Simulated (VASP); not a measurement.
# BN (Fm-3m) in VASP: further runs

BN is run at these levels: LDA, r2SCAN; tasks: single point.

Everything below comes from runs of VASP 6.6.1. Logs are shortened: lines on timing, memory, paths and dates and some standing lists are left out, and cuts for length are marked.

### Step 1. The cell of the first run

The structure is cubic, space group Fm-3m (No. 225). Conventional cell: a = 3.492 Å, b = 3.492 Å, c = 3.492 Å, α = 90.00°, β = 90.00°, γ = 90.00°. B (site symmetry m-3m) has 6 N at 1.75 Å within 2.3 Å. N (site symmetry m-3m) has 6 B at 1.75 Å within 2.3 Å.

### Step 2. Single point, LDA

The input, INCAR:

```
SYSTEM = BN
  ALGO = Normal
  EDIFF = 1E-6
  ENCUT = 600
  GGA_COMPAT = .FALSE.
  ISIF = 2
  ISMEAR = 0
  LASPH = .TRUE.
  LCHARG = .FALSE.
  LREAL = .FALSE.
  LWAVE = .FALSE.
  NBANDS = 11
  NELM = 120
  PREC = Accurate
  SIGMA = 0.01
```

The input, KPOINTS:

```
k-points
0
G
  8 8 8
  0 0 0
```

The input, POSCAR:

```
BN
1.0
    0.0000000000      1.7458259350      1.7458259350
    1.7458259350      0.0000000000      1.7458259350
    1.7458259350      1.7458259350      0.0000000000
B N
1 1
Direct
    0.0000000000      0.0000000000      0.0000000000
    0.5000000000      0.5000000000      0.5000000000
```

Potentials or basis: VASP PAW LDA potentials, release 64 (B, N).

On the command line:

```sh
$ cat potpaw_LDA.64/B/POTCAR potpaw_LDA.64/N/POTCAR > POTCAR
$ mpirun -np 1 vasp_std > vasp.out
```

OUTCAR:

```text
SYSTEM = BN
   EDIFF = 1E-6
   ENCUT = 600
   ISIF = 2
   ISMEAR = 0
   LASPH = .TRUE.
   LREAL = .FALSE.
   NELM = 120
   PREC = Accurate

 ion  position               nearest neighbor table
   1  0.000  0.000  0.000-   2 1.75   2 1.75   2 1.75   2 1.75   2 1.75   2 1.75
   2  0.500  0.500  0.500-   1 1.75   1 1.75   1 1.75   1 1.75   1 1.75   1 1.75

  LATTYP: Found a face centered cubic cell.
 ALAT       =     3.4916518700

  Lattice vectors:

 A1 = (   0.0000000000,   1.7458259350,   1.7458259350)
 A2 = (   1.7458259350,   0.0000000000,   1.7458259350)
 A3 = (   1.7458259350,   1.7458259350,   0.0000000000)

Analysis of symmetry for initial positions (statically):
=====================================================================
 Subroutine PRICEL returns:
 Original cell was already a primitive cell.

 Routine SETGRP: Setting up the symmetry group for a
 face centered cubic supercell.

 Subroutine GETGRP returns: Found 48 space group operations
 (whereof 48 operations were pure point group operations)
 out of a pool of 48 trial point group operations.

The static configuration has the point symmetry O_h .

Analysis of symmetry for dynamics (positions and initial velocities):
=====================================================================
 Subroutine PRICEL returns:
 Original cell was already a primitive cell.

 Routine SETGRP: Setting up the symmetry group for a
 face centered cubic supercell.

 Subroutine GETGRP returns: Found 48 space group operations
 (whereof 48 operations were pure point group operations)
 out of a pool of 48 trial point group operations.

The dynamic configuration has the point symmetry O_h .

 Subroutine INISYM returns: Found 48 space group operations
 (whereof 48 operations are pure point group operations),
 and found     1 'primitive' translations

----------------------------------------------------------------------------------------

                                     Primitive cell

  volume of cell :      10.6422

  direct lattice vectors                    reciprocal lattice vectors
     0.000000000  1.745825935  1.745825935    -0.286397395  0.286397395  0.286397395
     1.745825935  0.000000000  1.745825935     0.286397395 -0.286397395  0.286397395
     1.745825935  1.745825935  0.000000000     0.286397395  0.286397395 -0.286397395

  length of vectors
     2.468970715  2.468970715  2.468970715     0.496054839  0.496054839  0.496054839

[... 81 lines left out ...]
   LREAL  =      F    real-space projection
   EDIFFG = 0.1E-04   stopping-criterion for IOM
   NSW    =      0    number of steps for IOM
   IBRION =     -1    ionic relax: 0-MD 1-quasi-New 2-CG
   NFREE  =      0    steps in history (QN), initial steepest desc. (CG)
   ISIF   =      2    stress and relaxation
   ISYM   =      2    0-nonsym 1-usesym 2-fastsym
   POTIM  = 0.5000    time-step for ionic-motion
   TEBEG  =    0.0;   TEEND  =   0.0 temperature during run
   PSTRESS=    0.0 pullay stress
   NELECT =       8.0000    total number of electrons
   NUPDOWN=      -1.0000    fix difference up-down
   EMIN   =  10.00;   EMAX   =-10.00  energy-range for DOS
   EFERMI =   0.00;   METHOD = LEGACY
   ISMEAR =     0;   SIGMA  =   0.01  broadening in eV -4-tet -1-fermi 0-gaus
   EFERMI_NEDOS =   21; number of points for ismear=-14 and -15
   IALGO  =     38    algorithm
   IMIX   =      4    mixing-type and parameters
     AMIX     =   0.40;   BMIX     =  1.00
     AMIX_MAG =   1.60;   BMIX_MAG =  1.00
  volume/ion in A,a.u.               =       5.32        35.91
  Fermi-wavevector in a.u.,A,eV,Ry     =   1.488540  2.812933 30.147133  2.215752
  Thomas-Fermi vector in A             =   2.601562
   LORBIT       =      0    0 simple, 1 ext, 2 COOP (PROOUT), +10 PAW based schemes
   GGA     = CA    functional components
   LHFCALC =     F    Hartree Fock is set to
   AEXX    =    0.0000 exact exchange contribution
   IVDW    =     0    specifies the selected vdW correction
   LEPSILON=     F    determine dielectric tensor
   LRPA    =     F    only Hartree local field effects (RPA)
 non-spin polarized calculation
 Gauss-broadening in eV      SIGMA  =   0.01
  energy-cutoff  :      600.00
  volume of cell :       10.64
 maximum number of plane-waves:       363
   NGX =  9   NGY =  9   NGZ =  9

 number of electron       8.0000000 magnetization

 Free energy of the ion-electron system (eV)
  ---------------------------------------------------
  ext. energy  EPLUGINS =         0.00000000
  ---------------------------------------------------
  free energy    TOTEN  =       -15.97873817 eV

  energy without entropy =      -15.97873817  energy(sigma->0) =      -15.97873817

 E-fermi :  10.4827     XC(G=0): -13.9175

 val. band max:       10.3460490059   @ k =  -0.2500   0.1250   0.0000
 cond. band min:      11.8317288343   @ k =   0.5000   0.5000   0.0000
 fundamental gap:      1.4856798285
 Fermi energy:        10.4826716679

 k-point     1 :       0.0000    0.0000    0.0000
  band No.  band energies     occupation
      1     -11.9151      2.00000
      2       9.5325      2.00000
      3       9.5325      2.00000
      4       9.5325      2.00000
      5      19.9190      0.00000
      6      22.3238      0.00000
      7      22.3238      0.00000
      8      22.3238      0.00000
      9      28.9990      0.00000
     10      28.9990      0.00000
     11      28.9990      0.00000
[... 309 lines left out ...]
 k-point    24 :      -0.3750    0.2500    0.1250
  band No.  band energies     occupation
      1      -5.5898      2.00000
      2      -1.1172      2.00000
      3       4.9302      2.00000
      4       6.8986      2.00000
      5      16.5410      0.00000
      6      17.0370      0.00000
      7      21.8760      0.00000
      8      25.0234      0.00000
      9      31.2820      0.00000
     10      33.0559      0.00000
     11      43.0563      0.00000

 [... further k-points ...]
[... 5 lines left out ...]
  --------------------------------------------------------------------------------------
  -------------------------------------------------------------------------------------
  Total       -0.6931147     -0.6931147     -0.6931147      0.0000000      0.0000000     -0.0000000
  in kB     -104.3476937   -104.3476937   -104.3476937      0.0000000      0.0000000     -0.0000000
  external PRESSURE =    -104.3476937 kB  Pullay stress =       0.0000000 kB

 VOLUME and BASIS-vectors are now :
 -----------------------------------------------------------------------------
  energy-cutoff  :      600.00
  volume of cell :       10.64
      direct lattice vectors                 reciprocal lattice vectors
     0.000000000  1.745825935  1.745825935    -0.286397395  0.286397395  0.286397395
     1.745825935  0.000000000  1.745825935     0.286397395 -0.286397395  0.286397395
     1.745825935  1.745825935  0.000000000     0.286397395  0.286397395 -0.286397395

 POSITION                                       TOTAL-FORCE (eV/Angst)
 -----------------------------------------------------------------------------------
      0.00000      0.00000      0.00000         0.000000      0.000000      0.000000
      1.74583      1.74583      1.74583        -0.000000     -0.000000     -0.000000
 -----------------------------------------------------------------------------------
    total drift:                                0.000000      0.000000      0.000000

  FREE ENERGIE OF THE ION-ELECTRON SYSTEM (eV)
  ---------------------------------------------------
  free  energy   TOTEN  =       -15.9787381729 eV

  energy  without entropy=      -15.9787381729  energy(sigma->0) =      -15.97873817
```

OSZICAR:

```text
N       E                     dE             d eps       ncg     rms          rms(c)
DAV:   1     0.112631000666E+02    0.11263E+02   -0.55881E+03   678   0.812E+02
DAV:   2    -0.163870767737E+02   -0.27650E+02   -0.25573E+02   774   0.148E+02
DAV:   3    -0.168785386189E+02   -0.49146E+00   -0.49047E+00   767   0.166E+01
DAV:   4    -0.168790571378E+02   -0.51852E-03   -0.51851E-03   704   0.600E-01
DAV:   5    -0.168790573660E+02   -0.22823E-06   -0.22823E-06   743   0.137E-02    0.616E+00
DAV:   6    -0.159892637506E+02    0.88979E+00   -0.46554E+00   671   0.110E+01    0.223E+00
DAV:   7    -0.159834757866E+02    0.57880E-02   -0.45080E-02   710   0.209E+00    0.145E+00
DAV:   8    -0.159789049650E+02    0.45708E-02   -0.30865E-03   668   0.481E-01    0.245E-01
DAV:   9    -0.159787419104E+02    0.16305E-03   -0.42734E-04   689   0.115E-01    0.812E-02
DAV:  10    -0.159787381501E+02    0.37603E-05   -0.21760E-05   731   0.307E-02    0.640E-03
DAV:  11    -0.159787381729E+02   -0.22765E-07   -0.14667E-07   364   0.351E-03
   1 F= -.15978738E+02 E0= -.15978738E+02  d E =-.228053E-84
```

It took 7.2 s on 1 thread of Intel Xeon Platinum 8259CL at 2.50GHz (Skylake/Cascade Lake), shared host; peak memory 0.11 GiB.

Results:

- Free energy: -15.9787 eV
- Pressure: -10.4 GPa
- Band gap on the k mesh: 1.49 eV, indirect (least direct gap 5.71 eV)

A k mesh can miss the band edges. A hybrid or GW would open this gap; LDA tends to underestimate it.

### Step 3. Single point, r2SCAN

POSCAR is that of step 2.

The input, INCAR.step1:

```
PREC = Accurate ; ENCUT = 660
ISMEAR = 0 ; SIGMA = 0.01
LREAL = False ; LASPH = True
NELM = 120 ; NBANDS = 11
GGA = PE ; ALGO = Normal
EDIFF = 1E-5 ; LWAVE = True
LCHARG = False ; GGA_COMPAT = False
```

The input, INCAR.step2:

```
PREC = Accurate ; ENCUT = 660
EDIFF = 1E-6 ; ISMEAR = 0
SIGMA = 0.01 ; LREAL = False
LASPH = True ; NELM = 120
ALGO = Normal ; ISIF = 2
LWAVE = False ; LCHARG = False
METAGGA = R2SCAN ; LMIXTAU = True
NBANDS = 11 ; ISTART = 1
GGA_COMPAT = False
```

The input, KPOINTS:

```
regular mesh
0
Gamma
  10 10 10
```

Potentials or basis: VASP PAW PBE potentials, release 64 (B, N).

On the command line:

```sh
$ cat potpaw_PBE.64/B/POTCAR potpaw_PBE.64/N/POTCAR > POTCAR
$ cp INCAR.step1 INCAR
$ mpirun -np 1 vasp_std > vasp.out
$ cp INCAR.step2 INCAR
$ mpirun -np 1 vasp_std > vasp.out
```

It took 49 s on 1 thread of Intel Xeon Platinum 8259CL at 2.50GHz (Skylake/Cascade Lake), shared host; peak memory 0.13 GiB.

It converged, with:

```yaml
Free_energy: -15.4320 eV
Pressure: 0.6 GPa
Band_gap_on_the_k_mesh: 1.47 eV, indirect (least direct gap 6.51 eV)
```

Levels at points of the mesh, in eV from the valence-band top:
```
           k point  band 1  band 2  band 3  band 4  band 5  band 6  band 7  band 8  band 9
(0.00, 0.00, 0.00)  -23.58   -0.78   -0.78   -0.78    9.96   13.29   13.29   13.29   19.53
(0.50, 0.00, 0.00)  -18.21  -13.03   -0.60   -0.60    5.92    5.92    8.07   14.83   24.47
(0.50, 0.50, 0.00)  -15.38  -12.20   -5.77   -5.77    1.47    9.73   16.01   16.01   17.77
```

Caveat: the PAW data sets were made with another functional, which shifts forces and pressure a little. r2SCAN opens gaps a little over a GGA but as a rule still falls short of measured ones.
